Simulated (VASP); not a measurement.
SrC8, 9 atoms in the cell. It takes space group P6/mmm (No. 191, hexagonal). Conventional cell: a = 4.985 Å, b = 4.985 Å, c = 4.838 Å, α = 90.00°, β = 90.00°, γ = 120.00°. Sr (site symmetry 6/mmm) has 24 C at 2.82 to 3.76 Å within 3.8 Å. C (site symmetry -6m2) has 3 C at 1.43 Å within 1.9 Å. Within 1.9 Å of C (site symmetry mm2) lie 3 C at 1.43 to 1.44 Å. 

- Program: VASP 6.6.1
- Task: relaxation of cell and atoms
- Functional: PBE
- Dispersion: D3(BJ)
- Potentials or basis: VASP PAW PBE potentials, release 64 (Sr_sv, C)
- Cutoff: 600 eV
- k mesh: 9 × 9 × 8
- Occupations: gaussian, width 0.1 eV
- Spin: no spin polarisation
- Dipole correction: no
- Further INCAR settings: ALGO = Normal; EDIFF = 1e-06; IBRION = 2; EDIFFG = -0.01; NSW = 100; ISIF = 3

Potentials or basis: VASP PAW PBE potentials, release 64 (Sr_sv, C).

Run with:

```bash
$ cat potpaw_PBE.64/Sr_sv/POTCAR potpaw_PBE.64/C/POTCAR > POTCAR
$ mpirun -np 1 vasp_std > vasp.out
```

Hardware: 1 thread of Intel(R) Xeon(R) Platinum 8488C (Sapphire Rapids) (shared host).

Task: Estimate the wall time of this run.

Result: Wall time 11 min on 1 thread of Intel(R) Xeon(R) Platinum 8488C (Sapphire Rapids), on a shared host, peak memory 0.38 GiB. Counts: scf iterations 47, k points 60, ion steps 7.
